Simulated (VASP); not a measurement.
# AlN in VASP: single point with PBE

Aim: the single point of AlN with PBE.

Program: VASP 6.6.1. These are calculated values, not measurements. Logs are shortened: lines on timing, memory, paths and dates and some standing lists are left out, and cuts for length are marked.

### Step 1. The cell of the first run

The cell holds a wire with vacuum, 12 atoms: a = 13.700 Å, b = 12.900 Å, c = 5.018 Å, α = 90.00°, β = 90.00°, γ = 90.00°.

### Step 2. Single point, PBE, collinear spin, ferromagnetic start

Input file INCAR:

```
SYSTEM = AlN
  PREC = Accurate
  ENCUT = 520
  EDIFF = 1E-6
  ISMEAR = 0
  SIGMA = 0.05
  LREAL = .False.
  LASPH = .True.
  NELM = 150
  ALGO = Normal
  ISIF = 2
  LWAVE = .False.
  LCHARG = .True.
  ISPIN = 2
  MAGMOM = 0.3 0.3 0.3 0.3 0.3 0.3 0.3 0.3 0.3 0.3 0.3 0.3
  LORBIT = 11
  GGA = PE
  LELF = .True.
  LVHAR = .True.
  NBANDS = 40
```

Input file KPOINTS:

```
regular mesh
0
Gamma
  1 1 7
  0 0 0
```

Input file POSCAR:

```
AlN
1.0
   13.7000000000      0.0000000000      0.0000000000
    0.0000000000     12.9000000000      0.0000000000
    0.0000000000      0.0000000000      5.0179926669
Al N
6 6
Direct
    0.3286361173      0.4299515928      0.9992292051
    0.5571212942      0.4299515928      0.9992292051
    0.4428787058      0.6400968143      0.9992292051
    0.4428787058      0.3599031857      0.4992292051
    0.6713638827      0.3599031857      0.4992292051
    0.5571212942      0.5700484072      0.4992292051
    0.3286361173      0.4299515928      0.3807707949
    0.5571212942      0.4299515928      0.3807707949
    0.4428787058      0.6400968143      0.3807707949
    0.4428787058      0.3599031857      0.8807707949
    0.6713638827      0.3599031857      0.8807707949
    0.5571212942      0.5700484072      0.8807707949
```

Potentials or basis: VASP PAW PBE potentials, release 64 (Al, N).

The run is started by

```sh
> cat potpaw_PBE.64/Al/POTCAR potpaw_PBE.64/N/POTCAR > POTCAR
> mpirun -np 1 vasp_std > vasp.out
```

OUTCAR:

```text
SYSTEM = AlN
   PREC = Accurate
   ENCUT = 520
   EDIFF = 1E-6
   ISMEAR = 0
   LREAL = .False.
   LASPH = .True.
   NELM = 150
   ISIF = 2
   ISPIN = 2
   LORBIT = 11
   GGA = PE

 ion  position               nearest neighbor table
   1  0.329  0.430  0.999-  10 1.90   7 1.91   4 3.09   4 3.09   2 3.13   3 3.13
   2  0.557  0.430  0.999-  10 1.90  11 1.90  12 1.90   8 1.91   4 3.09   4 3.09   5 3.09   5 3.09
                             6 3.09   6 3.09   1 3.13   3 3.13
   3  0.443  0.640  0.999-  12 1.90   9 1.91   6 3.09   6 3.09   2 3.13   1 3.13
   4  0.443  0.360  0.499-   8 1.90   7 1.90  10 1.91   2 3.09   2 3.09   1 3.09   1 3.09   5 3.13
                             6 3.13
   5  0.671  0.360  0.499-   8 1.90  11 1.91   2 3.09   2 3.09   4 3.13   6 3.13
   6  0.557  0.570  0.499-   9 1.90   8 1.90  12 1.91   3 3.09   3 3.09   2 3.09   2 3.09   4 3.13
                             5 3.13
   7  0.329  0.430  0.381-   4 1.90   1 1.91
   8  0.557  0.430  0.381-   4 1.90   5 1.90   6 1.90   2 1.91
   9  0.443  0.640  0.381-   6 1.90   3 1.91
  10  0.443  0.360  0.881-   2 1.90   1 1.90   4 1.91
  11  0.671  0.360  0.881-   2 1.90   5 1.91
  12  0.557  0.570  0.881-   3 1.90   2 1.90   6 1.91

  LATTYP: Found a simple orthorhombic cell.
 ALAT       =     5.0179926669
 B/A-ratio  =     2.5707490736
 C/A-ratio  =     2.7301753728

  Lattice vectors:

 A1 = (   0.0000000000,   0.0000000000,  -5.0179926669)
 A2 = (   0.0000000000,  12.9000000000,   0.0000000000)
 A3 = (  13.7000000000,   0.0000000000,   0.0000000000)

Analysis of symmetry for initial positions (statically):
=====================================================================
 Subroutine PRICEL returns:
 Original cell was already a primitive cell.

 Routine SETGRP: Setting up the symmetry group for a
 simple orthorhombic supercell.

 Subroutine GETGRP returns: Found  1 space group operations
 (whereof  1 operations were pure point group operations)
 out of a pool of  8 trial point group operations.

The static configuration has the point symmetry C_1 .

Analysis of symmetry for dynamics (positions and initial velocities):
=====================================================================
 Subroutine PRICEL returns:
 Original cell was already a primitive cell.

 Routine SETGRP: Setting up the symmetry group for a
 simple orthorhombic supercell.

 Subroutine GETGRP returns: Found  1 space group operations
 (whereof  1 operations were pure point group operations)
 out of a pool of  8 trial point group operations.

The dynamic configuration has the point symmetry C_1 .

Analysis of structural, dynamic, and magnetic symmetry:
=====================================================================
 Subroutine PRICEL returns:
 Original cell was already a primitive cell.

 Routine SETGRP: Setting up the symmetry group for a
 simple orthorhombic supercell.

 Subroutine GETGRP returns: Found  1 space group operations
 (whereof  1 operations were pure point group operations)
 out of a pool of  8 trial point group operations.

The overall configuration has the point symmetry C_1 .

 Subroutine INISYM returns: Found  1 space group operations
 (whereof  1 operations are pure point group operations),
 and found     1 'primitive' translations

----------------------------------------------------------------------------------------

                                     Primitive cell

  volume of cell :     886.8298

  direct lattice vectors                    reciprocal lattice vectors
    13.700000000  0.000000000  0.000000000     0.072992701  0.000000000  0.000000000
     0.000000000 12.900000000  0.000000000     0.000000000  0.077519380  0.000000000
     0.000000000  0.000000000  5.017992667     0.000000000  0.000000000  0.199282874

  length of vectors
    13.700000000 12.900000000  5.017992667     0.072992701  0.077519380  0.199282874

  position of ions in fractional coordinates (direct lattice)
     0.328636117  0.429951593  0.999229205
     0.557121294  0.429951593  0.999229205
     0.442878706  0.640096814  0.999229205
     0.442878706  0.359903186  0.499229205
     0.671363883  0.359903186  0.499229205
[... 71 lines left out ...]
   ENCUT  =  520.0 eV  38.22 Ry    6.18 a.u.  25.47 23.99  9.33*2*pi/ulx,y,z
   NELM   =    150;   NELMIN=  2; NELMDL= -5     # of ELM steps
   EDIFF  = 0.1E-05   stopping-criterion for ELM
   LREAL  =      F    real-space projection
   EDIFFG = 0.1E-04   stopping-criterion for IOM
   NSW    =      0    number of steps for IOM
   IBRION =     -1    ionic relax: 0-MD 1-quasi-New 2-CG
   NFREE  =      0    steps in history (QN), initial steepest desc. (CG)
   ISIF   =      2    stress and relaxation
   ISYM   =      2    0-nonsym 1-usesym 2-fastsym
   POTIM  = 0.5000    time-step for ionic-motion
   TEBEG  =    0.0;   TEEND  =   0.0 temperature during run
   PSTRESS=    0.0 pullay stress
   NELECT =      48.0000    total number of electrons
   NUPDOWN=      -1.0000    fix difference up-down
   EMIN   =  10.00;   EMAX   =-10.00  energy-range for DOS
   EFERMI =   0.00;   METHOD = LEGACY
   ISMEAR =     0;   SIGMA  =   0.05  broadening in eV -4-tet -1-fermi 0-gaus
   EFERMI_NEDOS =   21; number of points for ismear=-14 and -15
   IALGO  =     38    algorithm
   IMIX   =      4    mixing-type and parameters
     AMIX     =   0.40;   BMIX     =  1.00
     AMIX_MAG =   1.60;   BMIX_MAG =  1.00
  volume/ion in A,a.u.               =      73.90       498.72
  Fermi-wavevector in a.u.,A,eV,Ry     =   0.619263  1.170237  5.217653  0.383487
  Thomas-Fermi vector in A             =   1.677998
   LORBIT       =     11    0 simple, 1 ext, 2 COOP (PROOUT), +10 PAW based schemes
   GGA     = PE    functional components
   LHFCALC =     F    Hartree Fock is set to
   AEXX    =    0.0000 exact exchange contribution
   IVDW    =     0    specifies the selected vdW correction
   LEPSILON=     F    determine dielectric tensor
   LRPA    =     F    only Hartree local field effects (RPA)
 spin polarized calculation
 Gauss-broadening in eV      SIGMA  =   0.05
  energy-cutoff  :      520.00
  volume of cell :      886.83
 maximum number of plane-waves:     23896
 NGX is ok and might be reduce to   108
   NGX = 51   NGY = 47   NGZ = 19

 number of electron      47.9999996 magnetization       0.8571132

 Free energy of the ion-electron system (eV)
  ---------------------------------------------------
  ext. energy  EPLUGINS =         0.00000000
  ---------------------------------------------------
  free energy    TOTEN  =       -68.67777773 eV

  energy without entropy =      -68.67313626  energy(sigma->0) =      -68.67545700

 E-fermi :  -2.9628     XC(G=0):  -2.8897

 val. band max:       -3.0875913190   @ k =   0.0000   0.0000   0.1429
 cond. band min:      -2.9607070021   @ k =   0.0000   0.0000   0.4286
 fundamental gap:      0.1268843169
 Fermi energy:        -2.9628034587

 spin component 1

 k-point     1 :       0.0000    0.0000    0.0000
  band No.  band energies     occupation
      1     -18.2381      1.00000
      2     -16.6348      1.00000
      3     -16.5336      1.00000
      4     -15.8700      1.00000
      5     -15.5777      1.00000
      6     -15.0907      1.00000
[... 145 lines left out ...]
     35       2.1739      0.00000
     36       2.3026      0.00000
 Fermi energy:        -2.9628034587

 spin component 2

 k-point     1 :       0.0000    0.0000    0.0000
  band No.  band energies     occupation
      1     -18.2230      1.00000
      2     -16.5096      1.00000
      3     -16.3678      1.00000
      4     -15.4771      1.00000
      5     -15.1720      1.00000
      6     -15.0504      1.00000
[... 145 lines left out ...]
     35       2.1760      0.00000
     36       2.3595      0.00000
 [bands above 36 left out]

------------------------ aborting loop because EDIFF is reached ----------------------------------------

  FORCE on cell =-STRESS in cart. coord.  units (eV):
  Direction    XX          YY          ZZ          XY          YZ          ZX
  --------------------------------------------------------------------------------------
  -------------------------------------------------------------------------------------
  Total       -7.5062376     -3.7934808    -26.1686598      3.2135894      0.0989992     -0.1716202
  in kB      -13.5610274     -6.8534331    -47.2772019      5.8057813      0.1788553     -0.3100549
  external PRESSURE =     -22.5638874 kB  Pullay stress =       0.0000000 kB

 VOLUME and BASIS-vectors are now :
 -----------------------------------------------------------------------------
  energy-cutoff  :      520.00
  volume of cell :      886.83
      direct lattice vectors                 reciprocal lattice vectors
    13.700000000  0.000000000  0.000000000     0.072992701  0.000000000  0.000000000
     0.000000000 12.900000000  0.000000000     0.000000000  0.077519380  0.000000000
     0.000000000  0.000000000  5.017992667     0.000000000  0.000000000  0.199282874

 POSITION                                       TOTAL-FORCE (eV/Angst)
 -----------------------------------------------------------------------------------
      4.50231      5.54638      5.01412         1.935498     -0.907252      1.078770
      7.63256      5.54638      5.01412         0.731471     -0.421053     -0.851248
      6.06744      8.25725      5.01412         1.755753     -1.226201      1.078330
      6.06744      4.64275      2.50513        -0.989780      2.035904      1.200148
      9.19769      4.64275      2.50513        -0.768619      0.444685      2.137907
      7.63256      7.35362      2.50513        -2.255969     -0.157130      1.200426
      4.50231      5.54638      1.91071         0.002539     -0.576583     -0.902173
      7.63256      5.54638      1.91071         1.131286     -0.652577     -0.624240
      6.06744      8.25725      1.91071         0.499320      0.288781     -0.902652
      6.06744      4.64275      4.41970        -1.187430      0.271677     -0.965794
      9.19769      4.64275      4.41970        -0.022867      0.011441     -1.484306
      7.63256      7.35362      4.41970        -0.831201      0.888306     -0.965168
 -----------------------------------------------------------------------------------
    total drift:                                0.000233     -0.000005     -0.001488

  FREE ENERGIE OF THE ION-ELECTRON SYSTEM (eV)
  ---------------------------------------------------
  free  energy   TOTEN  =       -68.6777777313 eV

  energy  without entropy=      -68.6731362650  energy(sigma->0) =      -68.67545700

 total charge

# of ion       s       p       d       tot
------------------------------------------
    1        0.435   0.294   0.000   0.729
    2        0.367   0.415   0.000   0.782
    3        0.435   0.294   0.000   0.729
    4        0.394   0.358   0.000   0.752
    5        0.424   0.296   0.000   0.720
    6        0.394   0.358   0.000   0.752
    7        1.288   2.268   0.000   3.556
    8        1.246   2.577   0.000   3.823
    9        1.288   2.269   0.000   3.556
   10        1.253   2.449   0.000   3.702
   11        1.264   2.300   0.000   3.564
   12        1.253   2.449   0.000   3.702
--------------------------------------------------
tot         10.041  16.326   0.000  26.367

 magnetization (x)

# of ion       s       p       d       tot
------------------------------------------
    1       -0.003  -0.005   0.000  -0.008
    2       -0.001   0.001   0.000   0.000
    3       -0.003  -0.005   0.000  -0.009
    4       -0.003  -0.002   0.000  -0.006
    5       -0.001  -0.000   0.000  -0.001
    6       -0.003  -0.002   0.000  -0.006
    7        0.009   0.262   0.000   0.271
    8       -0.001  -0.001   0.000  -0.001
    9        0.009   0.261   0.000   0.270
   10        0.001   0.039   0.000   0.040
   11        0.000   0.008   0.000   0.008
   12        0.001   0.039   0.000   0.040
--------------------------------------------------
tot          0.007   0.594   0.000   0.601
```

Wall time 18 min (1 thread of Oxide Virtual Turin-like, shared host); peak memory 1.2 GiB.

What came out:

| Property | Result |
| --- | --- |
| Free energy | -68.6778 eV |
| Largest force | 2.562 eV/Å |
| Net moment | 0.86 μB per cell |
| Site moments | Al -0.01, +0.00, -0.00; N +0.27, -0.00, +0.04, +0.01 μB |
| Valence electrons inside the program's atomic spheres | Al 0.73, 0.78, 0.75, 0.72; N 3.56, 3.82, 3.70 |

Forces on the atoms (eV/Å):
```
Al   1.935 -0.907  1.079
Al   0.731 -0.421 -0.851
Al   1.756 -1.226  1.078
Al  -0.990  2.036  1.200
Al  -0.769  0.445  2.138
Al  -2.256 -0.157  1.200
N    0.003 -0.577 -0.902
N    1.131 -0.653 -0.624
N    0.499  0.289 -0.903
N   -1.187  0.272 -0.966
N   -0.023  0.011 -1.484
N   -0.831  0.888 -0.965
```

Levels at points of the mesh, in eV from the Fermi level:
Spin up:
```
           k point  band 22  band 23  band 24  band 25  band 26  band 27
(0.00, 0.00, 0.00)    -1.00    -0.54    -0.46    -0.41     0.48     0.92
```
Spin down:
```
           k point  band 19  band 20  band 21  band 22  band 23  band 24  band 25  band 26  band 27  band 28
(0.00, 0.00, 0.00)    -1.33    -1.04    -0.87    -0.85    -0.43    -0.36     0.10     0.48     1.06     1.67
```
